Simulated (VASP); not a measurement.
The system is Nb.

```
CELL_PARAMETERS angstrom
4.93068 0.00000 0.00000
-2.46534 4.27010 0.00000
0.00000 0.00000 3.02272
ATOMIC_POSITIONS crystal
Nb 0.00000 0.00000 0.00000
Nb 0.33333 0.66667 0.50000
Nb 0.66667 0.33333 0.50000
```

- Program: VASP 6.6.1
- Task: relaxation of cell and atoms
- Functional: PBEsol
- Potentials or basis: VASP PAW PBE potentials, release 64 (Nb_sv)
- Cutoff: 500 eV
- k mesh: 6 × 6 × 6
- Occupations: gaussian, width 0.1 eV
- Spin: no spin polarisation

At the start: pressure -21.6 GPa; volume 21.21 Å³/atom.

Where does the relaxation end?

Over 10 steps the energy falls by 356.7 meV/atom and the volume is 17.84 Å³/atom (-15.9 %); space group P6/mmm (No. 191, to 0.05 Å).

The path:
```csv
step,energy change (eV),largest force (eV/Å),pressure (GPa),volume (Å³)
1,0.0000,0.0000,-21.63,63.64
2,1.7248,0.0000,85.41,40.53
3,-0.9864,0.0000,-0.43,53.51
4,-0.9933,0.0000,1.40,52.95
5,-0.9942,0.0000,2.21,52.72
6,-1.0641,0.0000,1.32,53.22
7,-1.0685,0.0000,1.32,53.13
8,-1.0686,0.0000,1.31,53.14
9,-1.0670,0.0000,-1.78,54.10
10,-1.0702,0.0000,0.01,53.53
```

Final structure:
```
CELL_PARAMETERS angstrom
4.81712 0.00000 0.00000
-2.40856 4.17175 0.00000
0.00000 0.00000 2.66396
ATOMIC_POSITIONS crystal
Nb 0.00000 0.00000 0.00000
Nb 0.33333 0.66667 0.50000
Nb 0.66667 0.33333 0.50000
```

Caveat: the volume moved by over 15 % at a fixed basis, so the end points are rough; the PAW data sets were made with another functional, which shifts forces and pressure a little.
